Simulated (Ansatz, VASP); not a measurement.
# Two plane-wave programs on HC

INCAR

```
PREC     = Accurate       # precision mode
ENCUT    = 520            # plane-wave cutoff, eV
EDIFF    = 1E-6           # SCF threshold, eV
ISMEAR   = 0              # smearing method
SIGMA    = 0.005          # smearing width, eV
LREAL    = False          # projectors in reciprocal space
LASPH    = True           # aspherical terms in the spheres
NELM     = 60             # most SCF steps
ALGO     = Normal         # electronic algorithm
ISIF     = 2              # what is computed and relaxed
LWAVE    = False          # write WAVECAR
LCHARG   = False          # write CHGCAR
GGA      = PE             # functional
IVDW     = 12             # dispersion correction
IBRION   = 2              # ionic algorithm
NSW      = 100            # ionic steps
EDIFFG   = -0.01          # ionic threshold
ISYM     = 0
```

KPOINTS

```
Automatic mesh
0
Gamma
  1 1 1
```

Contents of POSCAR:

```
HC
1.0
   14.0968509468      0.0000000000      0.0000000000
    0.0000000000     14.5000000000      0.0000000000
    0.0000000000      0.0000000000     15.0000000000
C H
2 2
Direct
    0.4605117581      0.5048058284      0.4873667841
    0.5388185424      0.4948857214      0.5119074837
    0.3901580588      0.5143078564      0.4653449759
    0.6098419412      0.4856921436      0.5346550241
```

Input for Ansatz:

```yaml
crystal:
  lattice:
    - [14.0968509468, 0.0, 0.0]
    - [0.0, 14.5, 0.0]
    - [0.0, 0.0, 15.0]
  atoms:
    - { symbol: C, position: [0.4605117581, 0.5048058284, 0.4873667841] }
    - { symbol: C, position: [0.5388185424, 0.4948857214, 0.5119074837] }
    - { symbol: H, position: [0.3901580588, 0.5143078564, 0.4653449759] }
    - { symbol: H, position: [0.6098419412, 0.4856921436, 0.5346550241] }
  symmetry: { detect: false }
basis:
  ecutwfc: 420
kpoints:
  mp_grid: { grid: [1, 1, 1] }
hamiltonian:
  xc: pbe
  dispersion: d3bj
scf:
  occupations: { method: gaussian, width: 0.005 }
output:
  forces: true
  eigenvalues: true
relax:
  adjacent_minimum: "off"
  f_tol: 0.01
  max_steps: 120
```

Alike in both runs: task relaxation of the atoms; functional PBE; dispersion D3(BJ); k mesh 1 × 1 × 1; occupations gaussian, width 0.005 eV; no spin polarisation.

```csv
,VASP,Ansatz
version,VASP 6.6.1,Ansatz 0.2.0
potentials or method,"VASP PAW PBE potentials, release 64 (C, H), cutoff 520 eV","scalar-relativistic, plane waves, PAW"
valence electrons in the cell,10,10
```

```tsv
	VASP	Ansatz	Ansatz less VASP
gap on the k mesh at the Fermi level, each at its own relaxed structure (eV)	6.74	6.74	+0.007
```
